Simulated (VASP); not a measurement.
# NaCl (Fm-3m) in VASP: notebook

Aim: see how the results for NaCl move with the level of theory and the settings. Levels: revPBE+D4, PBE+D3(BJ), PBE+D4, PBE. Tasks: relaxation of cell and atoms, single point.

Program: VASP 6.6.1. These are calculated values, not measurements. Logs are shortened: lines on timing, memory, paths and dates and some standing lists are left out, and cuts for length are marked.

## 1. The cell of the first run

It takes space group Fm-3m (No. 225, cubic). Conventional cell: a = 5.588 Å, b = 5.588 Å, c = 5.588 Å, α = 90.00°, β = 90.00°, γ = 90.00°. Cl (site symmetry m-3m) has 6 Na at 2.79 Å within 3.7 Å. Within 3.7 Å of Na (site symmetry m-3m) lie 6 Cl at 2.79 Å.

## 2. Relaxation of cell and atoms, revPBE+D4

INCAR

```
PREC = Accurate
ENCUT = 600
EDIFF = 1E-6
ISMEAR = -1
SIGMA = 0.05
LREAL = False
LASPH = True
NELM = 100
ALGO = Normal
ISIF = 3
LWAVE = False
LCHARG = False
GGA = RE
IVDW = 13
IBRION = 2
NSW = 80
EDIFFG = -0.01
```

KPOINTS

```
Automatic mesh
0
Gamma
  8 8 8
```

POSCAR

```
NaCl
1.0
    0.0000000000      2.7940632177      2.7940632177
    2.7940632177      0.0000000000      2.7940632177
    2.7940632177      2.7940632177      0.0000000000
Cl Na
1 1
Direct
    0.5000000000      0.5000000000      0.5000000000
    0.0000000000      0.0000000000      0.0000000000
```

Potentials or basis: VASP PAW PBE potentials, release 64 (Cl, Na_pv).

Launch:

```sh
cat potpaw_PBE.64/Cl/POTCAR potpaw_PBE.64/Na_pv/POTCAR > POTCAR
mpirun -np 1 vasp_std > vasp.out
```

OUTCAR:

```text
PREC = Accurate
   ENCUT = 600
   EDIFF = 1E-6
   ISMEAR = -1
   LREAL = False
   LASPH = True
   NELM = 100
   ISIF = 3
   GGA = RE
   IVDW = 13
   IBRION = 2
   NSW = 80
   EDIFFG = -0.01

 ion  position               nearest neighbor table
   1  0.500  0.500  0.500-
   2  0.000  0.000  0.000-

  LATTYP: Found a face centered cubic cell.
 ALAT       =     5.5881264354

  Lattice vectors:

 A1 = (   0.0000000000,   2.7940632177,   2.7940632177)
 A2 = (   2.7940632177,   0.0000000000,   2.7940632177)
 A3 = (   2.7940632177,   2.7940632177,   0.0000000000)

Analysis of symmetry for initial positions (statically):
=====================================================================
 Subroutine PRICEL returns:
 Original cell was already a primitive cell.

 Routine SETGRP: Setting up the symmetry group for a
 face centered cubic supercell.

 Subroutine GETGRP returns: Found 48 space group operations
 (whereof 48 operations were pure point group operations)
 out of a pool of 48 trial point group operations.

The static configuration has the point symmetry O_h .

Analysis of symmetry for dynamics (positions and initial velocities):
=====================================================================
 Subroutine PRICEL returns:
 Original cell was already a primitive cell.

 Routine SETGRP: Setting up the symmetry group for a
 face centered cubic supercell.

 Subroutine GETGRP returns: Found 48 space group operations
 (whereof 48 operations were pure point group operations)
 out of a pool of 48 trial point group operations.

The dynamic configuration has the point symmetry O_h .

 Subroutine INISYM returns: Found 48 space group operations
 (whereof 48 operations are pure point group operations),
 and found     1 'primitive' translations

----------------------------------------------------------------------------------------

                                     Primitive cell

  volume of cell :      43.6253

  direct lattice vectors                    reciprocal lattice vectors
     0.000000000  2.794063218  2.794063218    -0.178950854  0.178950854  0.178950854
     2.794063218  0.000000000  2.794063218     0.178950854 -0.178950854  0.178950854
     2.794063218  2.794063218  0.000000000     0.178950854  0.178950854 -0.178950854

  length of vectors
     3.951402097  3.951402097  3.951402097     0.309951972  0.309951972  0.309951972

  position of ions in fractional coordinates (direct lattice)
     0.500000000  0.500000000  0.500000000
     0.000000000  0.000000000  0.000000000

  ion indices of the primitive-cell ions
   primitive index   ion index
                 1           1
                 2           2

----------------------------------------------------------------------------------------

 KPOINTS: Automatic mesh

Automatic generation of k-mesh.
 Grid dimensions read from file:
 generate k-points for:    8    8    8

 Generating k-lattice:

  Cartesian coordinates                     Fractional coordinates (reciprocal lattice)
    -0.022368857  0.022368857  0.022368857     0.125000000  0.000000000  0.000000000
     0.022368857 -0.022368857  0.022368857     0.000000000  0.125000000  0.000000000
     0.022368857  0.022368857 -0.022368857     0.000000000  0.000000000  0.125000000

  Length of vectors
     0.038743996  0.038743996  0.038743996

  Shift w.r.t. Gamma in fractional coordinates (k-lattice)
     0.000000000  0.000000000  0.000000000

 Subroutine IBZKPT returns following result:
 ===========================================

 Found     29 irreducible k-points:

 Following reciprocal coordinates:
            Coordinates               Weight
  0.000000  0.000000  0.000000      1.000000
  0.125000  0.000000  0.000000      8.000000
  0.250000  0.000000  0.000000      8.000000
  0.375000  0.000000  0.000000      8.000000
  0.500000  0.000000  0.000000      4.000000
  0.125000  0.125000  0.000000      6.000000
[... 16 lines left out ...]
  0.500000  0.250000  0.125000     48.000000
 -0.375000  0.250000  0.125000     24.000000
 [... further k-points ...]
   k-points           NKPTS =     29   k-points in BZ     NKDIM =     29   number of bands    NBANDS=     11
   number of dos      NEDOS =    301   number of ions     NIONS =      2
   total plane-waves  NPLWV =  32768
   dimension x,y,z NGX =    32 NGY =   32 NGZ =   32
   dimension x,y,z NGXF=    64 NGYF=   64 NGZF=   64
   ions per type =               1   1
   NGX,Y,Z   is equivalent  to a cutoff of  13.46, 13.46, 13.46 a.u.
   NGXF,Y,Z  is equivalent  to a cutoff of  26.93, 26.93, 26.93 a.u.
 SYSTEM =  unknown system
   PREC   = accura    normal or accurate (medium, high low for compatibility)
   ISTART =      0    job   : 0-new  1-cont  2-samecut
   ICHARG =      2    charge: 1-file 2-atom 10-const
   ISPIN  =      1    spin polarized calculation?
   LNONCOLLINEAR =      F non collinear calculations
   LSORBIT =      F    spin-orbit coupling
   LASPH  =      T    aspherical Exc in radial PAW
   ENCUT  =  600.0 eV  44.10 Ry    6.64 a.u.   7.89  7.89  7.89*2*pi/ulx,y,z
   NELM   =    100;   NELMIN=  2; NELMDL= -5     # of ELM steps
   EDIFF  = 0.1E-05   stopping-criterion for ELM
   LREAL  =      F    real-space projection
   EDIFFG = -.1E-01   stopping-criterion for IOM
   NSW    =     80    number of steps for IOM
   IBRION =      2    ionic relax: 0-MD 1-quasi-New 2-CG
   NFREE  =      1    steps in history (QN), initial steepest desc. (CG)
   ISIF   =      3    stress and relaxation
   ISYM   =      2    0-nonsym 1-usesym 2-fastsym
   POTIM  = 0.5000    time-step for ionic-motion
   TEBEG  =    0.0;   TEEND  =   0.0 temperature during run
   PSTRESS=    0.0 pullay stress
   NELECT =      14.0000    total number of electrons
   NUPDOWN=      -1.0000    fix difference up-down
   EMIN   =  10.00;   EMAX   =-10.00  energy-range for DOS
   EFERMI =   0.00;   METHOD = LEGACY
   ISMEAR =    -1;   SIGMA  =   0.05  broadening in eV -4-tet -1-fermi 0-gaus
   EFERMI_NEDOS =   21; number of points for ismear=-14 and -15
   IALGO  =     38    algorithm
   IMIX   =      4    mixing-type and parameters
     AMIX     =   0.40;   BMIX     =  1.00
     AMIX_MAG =   1.60;   BMIX_MAG =  1.00
  volume/ion in A,a.u.               =      21.81       147.20
  Fermi-wavevector in a.u.,A,eV,Ry     =   1.120825  2.118053 17.092312  1.256249
  Thomas-Fermi vector in A             =   2.257475
   LORBIT       =      0    0 simple, 1 ext, 2 COOP (PROOUT), +10 PAW based schemes
   GGA     = RE    functional components
   LHFCALC =     F    Hartree Fock is set to
   AEXX    =    0.0000 exact exchange contribution
   IVDW    =    13    specifies the selected vdW correction
   LEPSILON=     F    determine dielectric tensor
   LRPA    =     F    only Hartree local field effects (RPA)
 conjugate gradient relaxation of ions
 non-spin polarized calculation
  energy-cutoff  :      600.00
  volume of cell :       43.63
 maximum number of plane-waves:      1475
   NGX = 15   NGY = 15   NGZ = 15

--------------------------------------- Ionic step        1  -------------------------------------------

 number of electron      14.0000010 magnetization

 Free energy of the ion-electron system (eV)
  ---------------------------------------------------
  ext. energy  EPLUGINS =         0.00000000
  ---------------------------------------------------
  free energy    TOTEN  =        -6.40507700 eV

  energy without entropy =       -6.40507700  energy(sigma->0) =       -6.40507700

------------------------ aborting loop because EDIFF is reached ----------------------------------------

  DFT-D4 for vdW energy calculation

  Edisp (eV):   -0.34539

  FORCE on cell =-STRESS in cart. coord.  units (eV):
  Direction    XX          YY          ZZ          XY          YZ          ZX
  --------------------------------------------------------------------------------------
  -------------------------------------------------------------------------------------
  Total       0.42966     0.42966     0.42966    -0.00000     0.00000     0.00000
  in kB      15.77962    15.77962    15.77962    -0.00000     0.00000     0.00000
  external pressure =       15.78 kB  Pullay stress =        0.00 kB

 VOLUME and BASIS-vectors are now :
 -----------------------------------------------------------------------------
  energy-cutoff  :      600.00
  volume of cell :       43.63
      direct lattice vectors                 reciprocal lattice vectors
     0.000000000  2.794063218  2.794063218    -0.178950854  0.178950854  0.178950854
     2.794063218  0.000000000  2.794063218     0.178950854 -0.178950854  0.178950854
     2.794063218  2.794063218  0.000000000     0.178950854  0.178950854 -0.178950854
[... 41 lines left out ...]
 POSITION                                       TOTAL-FORCE (eV/Angst)
 -----------------------------------------------------------------------------------
      2.82302      2.82302      2.82302        -0.000000      0.000000     -0.000000
     -0.00000      2.82302      2.82302         0.000000     -0.000000      0.000000
 -----------------------------------------------------------------------------------
    total drift:                               -0.000000     -0.000000      0.000000

  FREE ENERGIE OF THE ION-ELECTRON SYSTEM (eV)
  ---------------------------------------------------
  free  energy   TOTEN  =        -6.7602613472 eV

  energy  without entropy=       -6.7602613471  energy(sigma->0) =       -6.76026135

--------------------------------------- Ionic step        3  -------------------------------------------

 number of electron      13.9999996 magnetization

 Free energy of the ion-electron system (eV)
  ---------------------------------------------------
  ext. energy  EPLUGINS =         0.00000000
  ---------------------------------------------------
  free energy    TOTEN  =        -6.44588511 eV

  energy without entropy =       -6.44588511  energy(sigma->0) =       -6.44588511

 E-fermi :   0.2560     XC(G=0):  -7.7169

 val. band max:       -0.8287050363   @ k =   0.0000   0.0000   0.0000
 cond. band min:       4.4231332053   @ k =   0.0000   0.0000   0.0000
 fundamental gap:      5.2518382417
 Fermi energy:         0.2560475241

 k-point     1 :       0.0000    0.0000    0.0000
  band No.  band energies     occupation
      1     -21.7408      2.00000
      2     -21.7408      2.00000
      3     -21.7408      2.00000
      4     -13.3975      2.00000
      5      -0.8287      2.00000
      6      -0.8287      2.00000
      7      -0.8287      2.00000
      8       4.4231      0.00000
      9      10.3973      0.00000
     10      10.3973      0.00000
     11      10.3973      0.00000

 k-point     2 :       0.1250    0.0000    0.0000
  band No.  band energies     occupation
      1     -21.7443      2.00000
      2     -21.7411      2.00000
      3     -21.7411      2.00000
      4     -13.3562      2.00000
      5      -1.1607      2.00000
      6      -0.8655      2.00000
      7      -0.8655      2.00000
      8       4.8919      0.00000
      9       9.8780      0.00000
     10      10.5796      0.00000
     11      10.5796      0.00000
[... 295 lines left out ...]
 k-point    24 :      -0.3750    0.2500    0.1250
  band No.  band energies     occupation
      1     -21.7598      2.00000
      2     -21.7475      2.00000
      3     -21.7444      2.00000
      4     -13.0736      2.00000
      5      -2.3377      2.00000
      6      -1.5213      2.00000
      7      -1.2030      2.00000
      8       7.6319      0.00000
      9       8.7713      0.00000
     10       9.5040      0.00000
     11      10.9462      0.00000

 [... further k-points ...]

------------------------ aborting loop because EDIFF is reached ----------------------------------------

  DFT-D4 for vdW energy calculation

  Edisp (eV):   -0.31745

  FORCE on cell =-STRESS in cart. coord.  units (eV):
  Direction    XX          YY          ZZ          XY          YZ          ZX
  --------------------------------------------------------------------------------------
  -------------------------------------------------------------------------------------
  Total       0.00264     0.00264     0.00264     0.00000     0.00000     0.00000
  in kB       0.09104     0.09104     0.09104     0.00000     0.00000     0.00000
  external pressure =        0.09 kB  Pullay stress =        0.00 kB

 VOLUME and BASIS-vectors are now :
 -----------------------------------------------------------------------------
  energy-cutoff  :      600.00
  volume of cell :       46.50
      direct lattice vectors                 reciprocal lattice vectors
    -0.000000000  2.854148157  2.854148157    -0.175183618  0.175183618  0.175183618
     2.854148157 -0.000000000  2.854148157     0.175183618 -0.175183618  0.175183618
     2.854148157  2.854148157 -0.000000000     0.175183618  0.175183618 -0.175183618

 POSITION                                       TOTAL-FORCE (eV/Angst)
 -----------------------------------------------------------------------------------
      2.85415      2.85415      2.85415         0.000000     -0.000000     -0.000000
      0.00000      0.00000      0.00000        -0.000000      0.000000      0.000000
 -----------------------------------------------------------------------------------
    total drift:                                0.000000     -0.000000     -0.000000

  FREE ENERGIE OF THE ION-ELECTRON SYSTEM (eV)
  ---------------------------------------------------
  free  energy   TOTEN  =        -6.7633361995 eV

  energy  without entropy=       -6.7633361995  energy(sigma->0) =       -6.76333620

 reached required accuracy - stopping structural energy minimisation
```

Wall time 13 s (1 thread of Intel Xeon Platinum 8481C at 2.70GHz (Sapphire Rapids), shared host); peak memory 0.17 GiB.

What came out:

| Property | Result |
| --- | --- |
| Free energy | -6.7633 eV |
| Relaxed volume | 23.25 Å³/atom |
| Relaxed cell | a = 4.036 Å, b = 4.036 Å, c = 4.036 Å, α = 60.00°, β = 60.00°, γ = 60.00° |
| Space group after relaxing (to 0.05 Å) | Fm-3m (No. 225) |
| Energy gained by relaxing | 6.4 meV/atom |
| Ionic steps | 3 |
| Pressure after relaxing | 0.0 GPa |
| Band gap on the k mesh | 5.25 eV, direct |
| Dispersion energy per atom | -0.159 eV |

Step by step:
```tsv
step	energy change (eV)	largest force (eV/Å)	pressure (GPa)	volume (Å³)
1	0.0000	0.0000	1.58	43.63
2	-0.0098	0.0000	0.79	45.00
3	-0.0129	0.0000	0.01	46.50
```

Final structure:
```
CELL_PARAMETERS angstrom
0.00000 2.85415 2.85415
2.85415 0.00000 2.85415
2.85415 2.85415 0.00000
ATOMIC_POSITIONS crystal
Cl 0.50000 0.50000 0.50000
Na 0.00000 0.00000 0.00000
```

Levels at points of the mesh, in eV from the valence-band top:
```tsv
k point	band 4	band 5	band 6	band 7	band 8	band 9	band 10	band 11
(0.00, 0.00, 0.00)	-12.57	0.00	0.00	0.00	5.25	11.23	11.23	11.23
(0.50, 0.00, 0.00)	-12.27	-1.76	-0.24	-0.24	7.45	10.59	11.05	11.05
(0.50, 0.50, 0.00)	-12.23	-1.52	-0.55	-0.55	7.67	8.31	11.32	14.73
```

Caveat: the PAW data sets were made with another functional, which shifts forces and pressure a little. A k mesh can miss the band edges.

## 3. Single point, PBE+D3(BJ)

This run uses another cell than the first one, of 21.73 Å³/atom, 0.996 times its volume.

INCAR

```
SYSTEM = NaCl
PREC = Accurate ; ENCUT = 520
EDIFF = 1E-6 ; ISMEAR = -1
SIGMA = 0.05 ; LREAL = .False.
LASPH = .True. ; NELM = 80
ALGO = Normal ; ISIF = 2
LWAVE = .False. ; LCHARG = .False.
GGA = PE ; IVDW = 12
NBANDS = 14
```

KPOINTS

```
Automatic mesh
0
Gamma
  8 8 8
  0 0 0
```

POSCAR

```
NaCl
1.0
    0.0000000000      2.7906636308      2.7906636308
    2.7906636308      0.0000000000      2.7906636308
    2.7906636308      2.7906636308      0.0000000000
Cl Na
1 1
Direct
    0.5000000000      0.5000000000      0.5000000000
    0.0000000000      0.0000000000      0.0000000000
```

Potentials or basis: VASP PAW PBE potentials, release 64 (Cl, Na_pv).

Launch:

```sh
cat potpaw_PBE.64/Cl/POTCAR potpaw_PBE.64/Na_pv/POTCAR > POTCAR
mpirun -np 1 vasp_std > vasp.out
```

Wall time 10 s (1 thread of Intel Xeon 6975P-C (Granite Rapids), shared host); peak memory 0.17 GiB.

Results (log left out):

| Quantity | Value |
| --- | --- |
| Free energy | -7.2075 eV |
| Pressure | -0.1 GPa |
| Band gap on the k mesh | 5.23 eV, direct |
| Dispersion energy per atom | -0.222 eV |

Levels at points of the mesh, in eV from the valence-band top:
| k point | band 5 | band 6 | band 7 | band 8 | band 9 | band 10 |
| --- | --- | --- | --- | --- | --- | --- |
| (0.00, 0.00, 0.00) | 0.00 | 0.00 | 0.00 | 5.23 | 11.15 | 11.15 |
| (0.50, 0.00, 0.00) | -2.02 | -0.28 | -0.28 | 7.33 | 10.88 | 11.05 |
| (0.50, 0.50, 0.00) | -1.74 | -0.63 | -0.63 | 7.63 | 8.05 | 11.55 |

## 4. Single point, PBE+D4

This run uses another cell than the first one, of 22.37 Å³/atom, 1.026 times its volume.

INCAR

```
ALGO = Normal
EDIFF = 1E-7
ENCUT = 520
GGA = PE
ISIF = 2
ISMEAR = -1
IVDW = 13
LASPH = T
LCHARG = F
LREAL = F
LWAVE = F
NBANDS = 14
NELM = 100
PREC = Accurate
SIGMA = 0.05
```

KPOINTS

```
k-points
0
Gamma
  8 8 8
```

POSCAR

```
NaCl
1.0
    0.0000000000      2.8177239721      2.8177239721
    2.8177239721      0.0000000000      2.8177239721
    2.8177239721      2.8177239721      0.0000000000
Cl Na
1 1
Direct
    0.5000000000      0.5000000000      0.5000000000
    0.0000000000      0.0000000000      0.0000000000
```

Launch:

```sh
cat potpaw_PBE.64/Cl/POTCAR potpaw_PBE.64/Na_pv/POTCAR > POTCAR
mpirun -np 1 vasp_std > vasp.out
```

Run time: 14 s. Hardware: 1 thread of Intel Xeon 6975P-C (Granite Rapids), shared host; peak memory 0.15 GiB.

It converged, with:

```
Free energy                : -6.9699 eV
Pressure                   : 0.0 GPa
Band gap on the k mesh     : 5.12 eV, direct
Dispersion energy per atom : -0.098 eV
```

Levels at points of the mesh, in eV from the valence-band top:
```tsv
k point	band 5	band 6	band 7	band 8	band 9	band 10
(0.00, 0.00, 0.00)	0.00	0.00	0.00	5.12	11.12	11.12
(0.50, 0.00, 0.00)	-1.93	-0.26	-0.26	7.28	10.64	10.98
(0.50, 0.50, 0.00)	-1.66	-0.60	-0.60	7.54	8.08	11.34
```

[end of part 1 of 2]
